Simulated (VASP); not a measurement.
Set up this calculation in VASP 6.6.1, as the native input.

```yaml
Task: single point
Functional: PBEsol
Potentials_or_basis: VASP PAW PBE potentials, release 64 (Si, C)
Cutoff: 520 eV
k_mesh: 12 × 12 × 6
Occupations: gaussian, width 0.02 eV
Spin: no spin polarisation
Dipole_correction: no
Further_INCAR_settings: ALGO = Normal; EDIFF = 1e-07; NBANDS = 16
```

The structure of SiC (sol) lies in POSCAR:

```
SiC
1.0
    3.0759836400      0.0000000000      0.0000000000
   -1.5379918200      2.6638799739      0.0000000000
    0.0000000000      0.0000000000      5.0478375098
Si C
2 2
Direct
    0.3333333333      0.6666666667     -0.0004104654
    0.6666666667      0.3333333333      0.4995895346
    0.3333333333      0.6666666667      0.3754104654
    0.6666666667      0.3333333333      0.8754104654
```

One way to write it, as run:

INCAR

```
SYSTEM = SiC
PREC = Accurate
ENCUT = 520
EDIFF = 1E-7
ISMEAR = 0
SIGMA = 0.02
LREAL = .FALSE.
LASPH = .TRUE.
NELM = 100
ALGO = Normal
ISIF = 2
LWAVE = .FALSE.
LCHARG = .FALSE.
GGA = PS
NBANDS = 16
```

KPOINTS

```
regular mesh
0
G
  12 12 6
  0 0 0
```

Potentials or basis: VASP PAW PBE potentials, release 64 (Si, C).

Launch:

```console
$ cat potpaw_PBE.64/Si/POTCAR potpaw_PBE.64/C/POTCAR > POTCAR
$ mpirun -np 1 vasp_std > vasp.out
```

It gave:

The pressure is 0.3 GPa and the band gap on the k mesh is 2.11 eV, indirect (least direct gap 3.85 eV).

Caveat: the PAW data sets were made with another functional, which shifts forces and pressure a little.

Wall time 15 s on 1 thread of Intel Xeon 6975P-C (shared host), peak memory 0.18 GiB.
